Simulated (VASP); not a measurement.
# Rh in VASP: a series of runs

Rh is run at these levels: PBE; tasks: single point.

All numbers are computed with VASP 6.6.1; they aren't measurements. Logs are shortened: lines on timing, memory, paths and dates and some standing lists are left out, and cuts for length are marked.

## 1. The cell of the first run

The cell holds a slab with vacuum, 6 atoms: a = 2.708 Å, b = 2.708 Å, c = 26.056 Å, α = 90.00°, β = 90.00°, γ = 120.00°.

## 2. Single point, PBE

File INCAR:

```
PREC = Accurate ; ENCUT = 520
EDIFF = 1E-6 ; ISMEAR = 0
SIGMA = 0.1 ; LREAL = F
LASPH = T ; NELM = 100
ALGO = Fast ; ISIF = 2
LWAVE = F ; LCHARG = F
LDIPOL = T ; IDIPOL = 3
DIPOL = 0.5 0.5 0.500 ; GGA = PE
NBANDS = 54
```

File KPOINTS:

```
Automatic mesh
0
Gamma
  15 15 1
```

File POSCAR:

```
Rh
1.0
    2.7081750602      0.0000000000      0.0000000000
   -1.3540875301      2.3453484000      0.0000000000
    0.0000000000      0.0000000000     26.0560783861
Rh
6
Direct
    0.6666666667      0.3333333333      0.2878407061
    0.3333333333      0.6666666667      0.3727044236
    0.0000000000      0.0000000000      0.4575681412
    0.6666666667      0.3333333333      0.5424318588
    0.3333333333      0.6666666667      0.6272955764
    0.0000000000      0.0000000000      0.7121592939
```

Potentials or basis: VASP PAW PBE potentials, release 64 (Rh_pv).

Started as:

```console
cat potpaw_PBE.64/Rh_pv/POTCAR > POTCAR
mpirun -np 1 vasp_std > vasp.out
```

OUTCAR:

```text
PREC = Accurate
   ENCUT = 520
   EDIFF = 1E-6
   ISMEAR = 0
   LREAL = F
   LASPH = T
   NELM = 100
   ISIF = 2
   GGA = PE

 ion  position               nearest neighbor table
   1  0.667  0.333  0.288-   2 2.71   2 2.71   2 2.71
   2  0.333  0.667  0.373-   1 2.71   1 2.71   1 2.71   3 2.71   3 2.71   3 2.71
   3  0.000  0.000  0.458-   2 2.71   4 2.71   2 2.71   4 2.71   4 2.71   2 2.71
   4  0.667  0.333  0.542-   5 2.71   3 2.71   5 2.71   3 2.71   3 2.71   5 2.71
   5  0.333  0.667  0.627-   6 2.71   6 2.71   6 2.71   4 2.71   4 2.71   4 2.71
   6  0.000  0.000  0.712-   5 2.71   5 2.71   5 2.71

  LATTYP: Found a hexagonal cell.
 ALAT       =     2.7081750602
 C/A-ratio  =     9.6212681259

  Lattice vectors:

 A1 = (   2.7081750602,   0.0000000000,   0.0000000000)
 A2 = (  -1.3540875301,   2.3453484000,   0.0000000000)
 A3 = (   0.0000000000,   0.0000000000,  26.0560783861)

Analysis of symmetry for initial positions (statically):
=====================================================================
 Subroutine PRICEL returns:
 Original cell was already a primitive cell.

 Routine SETGRP: Setting up the symmetry group for a
 hexagonal supercell.

 Subroutine GETGRP returns: Found 12 space group operations
 (whereof  6 operations were pure point group operations)
 out of a pool of 24 trial point group operations.

The static configuration has the point symmetry C_3v.
 The point group associated with its full space group is D_3d.

Analysis of symmetry for dynamics (positions and initial velocities):
=====================================================================
 Subroutine PRICEL returns:
 Original cell was already a primitive cell.

 Routine SETGRP: Setting up the symmetry group for a
 hexagonal supercell.

 Subroutine GETGRP returns: Found 12 space group operations
 (whereof  6 operations were pure point group operations)
 out of a pool of 24 trial point group operations.

The dynamic configuration has the point symmetry C_3v.
 The point group associated with its full space group is D_3d.

 Subroutine INISYM returns: Found 12 space group operations
 (whereof  6 operations are pure point group operations),
 and found     1 'primitive' translations

----------------------------------------------------------------------------------------

                                     Primitive cell

  volume of cell :     165.4982
[... 106 lines left out ...]
   TEBEG  =    0.0;   TEEND  =   0.0 temperature during run
   PSTRESS=    0.0 pullay stress
   NELECT =      90.0000    total number of electrons
   NUPDOWN=      -1.0000    fix difference up-down
   EMIN   =  10.00;   EMAX   =-10.00  energy-range for DOS
   EFERMI =   0.00;   METHOD = LEGACY
   ISMEAR =     0;   SIGMA  =   0.10  broadening in eV -4-tet -1-fermi 0-gaus
   EFERMI_NEDOS =   21; number of points for ismear=-14 and -15
   IALGO  =     68    algorithm
   IMIX   =      4    mixing-type and parameters
     AMIX     =   0.40;   BMIX     =  1.00
     AMIX_MAG =   1.60;   BMIX_MAG =  1.00
  volume/ion in A,a.u.               =      27.58       186.14
  Fermi-wavevector in a.u.,A,eV,Ry     =   1.336261  2.525167 24.294473  1.785593
  Thomas-Fermi vector in A             =   2.464901
   LORBIT       =      0    0 simple, 1 ext, 2 COOP (PROOUT), +10 PAW based schemes
   GGA     = PE    functional components
   LHFCALC =     F    Hartree Fock is set to
   AEXX    =    0.0000 exact exchange contribution
   IVDW    =     0    specifies the selected vdW correction
   LEPSILON=     F    determine dielectric tensor
   LRPA    =     F    only Hartree local field effects (RPA)
 non-spin polarized calculation
 RMM-DIIS sequential band-by-band and
 Gauss-broadening in eV      SIGMA  =   0.10
  energy-cutoff  :      520.00
  volume of cell :      165.50
 maximum number of plane-waves:      4515
   NGX = 11   NGY = 11   NGZ = 97

 dipolmoment           0.000000      0.000000      0.000000 electrons x Angstroem

 number of electron      89.9999992 magnetization

 dipolmoment           0.000000      0.000000     -0.000001 electrons x Angstroem

 Free energy of the ion-electron system (eV)
  ---------------------------------------------------
  ext. energy  EPLUGINS =         0.00000000
  ---------------------------------------------------
  free energy    TOTEN  =       -41.95835761 eV

  energy without entropy =      -41.91360277  energy(sigma->0) =      -41.93598019

 E-fermi :   3.3457     XC(G=0):  -7.7976

 val. band max:        3.3340086086   @ k =   0.2667   0.0667   0.0000
 cond. band min:       3.3543663725   @ k =   0.4667   0.0000   0.0000
 fundamental gap:      0.0203577639
 Fermi energy:         3.3457215558

 k-point     1 :       0.0000    0.0000    0.0000
  band No.  band energies     occupation
      1     -43.6448      2.00000
      2     -43.5029      2.00000
      3     -43.3010      2.00000
      4     -43.1053      2.00000
      5     -43.1035      2.00000
      6     -43.1035      2.00000
[... 1357 lines left out ...]
     53       9.4923      0.00000
     54       9.7884      0.00000

 [... further k-points ...]

------------------------ aborting loop because EDIFF is reached ----------------------------------------

 vacuum level on the upper side and lower side of the slab       (xc-potential included)        -0.157        -0.157

  FORCE on cell =-STRESS in cart. coord.  units (eV):
  Direction    XX          YY          ZZ          XY          YZ          ZX
  --------------------------------------------------------------------------------------
  -------------------------------------------------------------------------------------
  Total       -2.7557837     -2.7557837     -1.7278382     -0.0000000      0.0000000      0.0000000
  in kB      -26.6785710    -26.6785710    -16.7270945     -0.0000000      0.0000000      0.0000000
  external PRESSURE =     -23.3614122 kB  Pullay stress =       0.0000000 kB

 VOLUME and BASIS-vectors are now :
 -----------------------------------------------------------------------------
  energy-cutoff  :      520.00
  volume of cell :      165.50
      direct lattice vectors                 reciprocal lattice vectors
     2.708175060  0.000000000  0.000000000     0.369252348  0.213187943  0.000000000
    -1.354087530  2.345348400  0.000000000     0.000000000  0.426375885  0.000000000
     0.000000000  0.000000000 26.056078386     0.000000000  0.000000000  0.038378761

 POSITION                                       TOTAL-FORCE (eV/Angst)
 -----------------------------------------------------------------------------------
      1.35409      0.78178      7.50000        -0.000000     -0.000000      0.308975
     -0.00000      1.56357      9.71122         0.000000     -0.000000     -0.185780
      0.00000      0.00000     11.92243         0.000000      0.000000     -0.225369
      1.35409      0.78178     14.13365        -0.000000      0.000000      0.225369
     -0.00000      1.56357     16.34486        -0.000000      0.000000      0.185780
      0.00000      0.00000     18.55608         0.000000      0.000000     -0.308975
 -----------------------------------------------------------------------------------
    total drift:                               -0.000000     -0.000000     -0.000191

  FREE ENERGIE OF THE ION-ELECTRON SYSTEM (eV)
  ---------------------------------------------------
  free  energy   TOTEN  =       -41.9583576062 eV

  energy  without entropy=      -41.9136027722  energy(sigma->0) =      -41.93598019

 vacuum level on the upper side and lower side of the slab         8.375         8.375
```

stdout:

```text
POSCAR found type information on POSCAR Rh
 POSCAR found :  1 types and       6 ions
 scaLAPACK will be used
 LDA part: xc-table for (Slater+PW92), standard interpolation
 POSCAR, INCAR and KPOINTS ok, starting setup
 FFT: planning ... GRIDC
 FFT: planning ... GRID_SOFT
 FFT: planning ... GRID
 WAVECAR not read
 entering main loop
```

It took 15 min on 1 thread of AMD EPYC 7R13, shared host; peak memory 0.33 GiB.

Results:

| Item | Value |
| --- | --- |
| Free energy | -41.9584 eV |
| Largest force | 0.309 eV/Å |
| Band gap on the k mesh | zero (bands 45 and 46 overlap by 1.61 eV) |

Forces on the atoms (eV/Å):
```
Rh   0.000  0.000  0.309
Rh   0.000  0.000 -0.186
Rh   0.000  0.000 -0.225
Rh   0.000  0.000  0.225
Rh   0.000  0.000  0.186
Rh   0.000  0.000 -0.309
```

Levels at points of the mesh, in eV from the Fermi level:
```csv
k point,band 40,band 41,band 42,band 43,band 44,band 45,band 46,band 47,band 48,band 49
"(0.00, 0.00, 0.00)",-2.26,-1.00,-1.00,-0.97,-0.96,-0.96,-0.70,-0.70,-0.23,-0.23
```

## 3. Single point, PBE

File INCAR:

```
PREC = Accurate
ENCUT = 520
EDIFF = 1E-6
ISMEAR = 0
SIGMA = 0.1
LREAL = F
LASPH = T
NELM = 100
ALGO = Fast
ISIF = 2
LWAVE = F
LCHARG = F
LDIPOL = T
IDIPOL = 3
DIPOL = 0.5 0.5 0.500
GGA = PE
NBANDS = 54
```

KPOINTS is that of step 2.

File POSCAR:

```
Rh
1.0
    2.7081750602      0.0000000000      0.0000000000
   -1.3540875301      2.3453484000      0.0000000000
    0.0000000000      0.0000000000     26.0560783861
Rh
6
Direct
    0.6666666667      0.3333333333      0.2897244465
    0.3333333333      0.6666666667      0.3729214571
    0.0000000000      0.0000000000      0.4571809917
    0.6666666667      0.3333333333      0.5428190127
    0.3333333333      0.6666666667      0.6270785533
    0.0000000000      0.0000000000      0.7102755387
```

Potentials or basis: VASP PAW PBE potentials, release 64 (Rh_pv).

Started as:

```console
cat potpaw_PBE.64/Rh_pv/POTCAR > POTCAR
mpirun -np 1 vasp_std > vasp.out
```

OUTCAR:

```text
PREC = Accurate
   ENCUT = 520
   EDIFF = 1E-6
   ISMEAR = 0
   LREAL = F
   LASPH = T
   NELM = 100
   ISIF = 2
   GGA = PE

 ion  position               nearest neighbor table
   1  0.667  0.333  0.290-   2 2.67   2 2.67   2 2.67
   2  0.333  0.667  0.373-   1 2.67   1 2.67   1 2.67   3 2.70   3 2.70   3 2.70
   3  0.000  0.000  0.457-   2 2.70   2 2.70   2 2.70   4 2.72   4 2.72   4 2.72
   4  0.667  0.333  0.543-   5 2.70   5 2.70   5 2.70   3 2.72   3 2.72   3 2.72
   5  0.333  0.667  0.627-   6 2.67   6 2.67   6 2.67   4 2.70   4 2.70   4 2.70
   6  0.000  0.000  0.710-   5 2.67   5 2.67   5 2.67

  LATTYP: Found a hexagonal cell.
 ALAT       =     2.7081750602
 C/A-ratio  =     9.6212681259

  Lattice vectors:

 A1 = (   2.7081750602,   0.0000000000,   0.0000000000)
 A2 = (  -1.3540875301,   2.3453484000,   0.0000000000)
 A3 = (   0.0000000000,   0.0000000000,  26.0560783861)

Analysis of symmetry for initial positions (statically):
=====================================================================
 Subroutine PRICEL returns:
 Original cell was already a primitive cell.

 Routine SETGRP: Setting up the symmetry group for a
 hexagonal supercell.

 Subroutine GETGRP returns: Found 12 space group operations
 (whereof  6 operations were pure point group operations)
 out of a pool of 24 trial point group operations.

The static configuration has the point symmetry C_3v.
 The point group associated with its full space group is D_3d.

Analysis of symmetry for dynamics (positions and initial velocities):
=====================================================================
 Subroutine PRICEL returns:
 Original cell was already a primitive cell.

 Routine SETGRP: Setting up the symmetry group for a
 hexagonal supercell.

 Subroutine GETGRP returns: Found 12 space group operations
 (whereof  6 operations were pure point group operations)
[... 138 lines left out ...]
   AEXX    =    0.0000 exact exchange contribution
   IVDW    =     0    specifies the selected vdW correction
   LEPSILON=     F    determine dielectric tensor
   LRPA    =     F    only Hartree local field effects (RPA)
 non-spin polarized calculation
 RMM-DIIS sequential band-by-band and
 Gauss-broadening in eV      SIGMA  =   0.10
  energy-cutoff  :      520.00
  volume of cell :      165.50
 maximum number of plane-waves:      4515
   NGX = 11   NGY = 11   NGZ = 97

 dipolmoment           0.000000      0.000000      0.000000 electrons x Angstroem

 number of electron      90.0000000 magnetization

 dipolmoment           0.000000      0.000000     -0.000005 electrons x Angstroem

 Free energy of the ion-electron system (eV)
  ---------------------------------------------------
  ext. energy  EPLUGINS =         0.00000000
  ---------------------------------------------------
  free energy    TOTEN  =       -41.97461617 eV

  energy without entropy =      -41.93126804  energy(sigma->0) =      -41.95294210

 E-fermi :   3.3645     XC(G=0):  -7.7712

 val. band max:        3.3528522900   @ k =   0.2667   0.0667   0.0000
 cond. band min:       3.3801968624   @ k =   0.4667   0.0000   0.0000
 fundamental gap:      0.0273445724
 Fermi energy:         3.3645310520

 k-point     1 :       0.0000    0.0000    0.0000
  band No.  band energies     occupation
      1     -43.6508      2.00000
      2     -43.5514      2.00000
      3     -43.3143      2.00000
      4     -43.1193      2.00000
      5     -43.1193      2.00000
      6     -43.1166      2.00000
[... 1357 lines left out ...]
     53       9.5309      0.00000
     54       9.8234      0.00000

 [... further k-points ...]

------------------------ aborting loop because EDIFF is reached ----------------------------------------

 vacuum level on the upper side and lower side of the slab       (xc-potential included)        -0.168        -0.168

  FORCE on cell =-STRESS in cart. coord.  units (eV):
  Direction    XX          YY          ZZ          XY          YZ          ZX
  --------------------------------------------------------------------------------------
  -------------------------------------------------------------------------------------
  Total       -2.1217629     -2.1217629      0.0096486      0.0000000      0.0000000     -0.0000000
  in kB      -20.5406548    -20.5406548      0.0934074      0.0000000      0.0000000     -0.0000000
  external PRESSURE =     -13.6626341 kB  Pullay stress =       0.0000000 kB

 VOLUME and BASIS-vectors are now :
 -----------------------------------------------------------------------------
  energy-cutoff  :      520.00
  volume of cell :      165.50
      direct lattice vectors                 reciprocal lattice vectors
     2.708175060  0.000000000  0.000000000     0.369252348  0.213187943  0.000000000
    -1.354087530  2.345348400  0.000000000     0.000000000  0.426375885  0.000000000
     0.000000000  0.000000000 26.056078386     0.000000000  0.000000000  0.038378761

 POSITION                                       TOTAL-FORCE (eV/Angst)
 -----------------------------------------------------------------------------------
      1.35409      0.78178      7.54908        -0.000000     -0.000000     -0.011224
     -0.00000      1.56357      9.71687        -0.000000      0.000000      0.009801
      0.00000      0.00000     11.91234         0.000000     -0.000000      0.003668
      1.35409      0.78178     14.14373        -0.000000     -0.000000     -0.003668
     -0.00000      1.56357     16.33921         0.000000     -0.000000     -0.009801
      0.00000      0.00000     18.50700         0.000000      0.000000      0.011224
 -----------------------------------------------------------------------------------
    total drift:                               -0.000000     -0.000000     -0.000877

  FREE ENERGIE OF THE ION-ELECTRON SYSTEM (eV)
  ---------------------------------------------------
  free  energy   TOTEN  =       -41.9746161680 eV

  energy  without entropy=      -41.9312680418  energy(sigma->0) =      -41.95294210

 vacuum level on the upper side and lower side of the slab         8.356         8.356
```

Run time: 15 min. Hardware: 1 thread of AMD EPYC 7R13, shared host; peak memory 0.33 GiB.

What came out:

```
Free energy            : -41.9746 eV
Largest force          : 0.011 eV/Å
Band gap on the k mesh : zero (bands 45 and 46 overlap by 1.63 eV)
```

Forces on the atoms (eV/Å):
```
Rh   0.000  0.000 -0.011
Rh   0.000  0.000  0.010
Rh   0.000  0.000  0.004
Rh   0.000  0.000 -0.004
Rh   0.000  0.000 -0.010
Rh   0.000  0.000  0.011
```

Levels at points of the mesh, in eV from the Fermi level:
```
           k point  band 41  band 42  band 43  band 44  band 45  band 46  band 47  band 48
(0.00, 0.00, 0.00)    -1.00    -1.00    -1.00    -1.00    -0.99    -0.76    -0.76    -0.28
```

The gap in the log of VASP goes by the Fermi energy; the results here count the filled bands.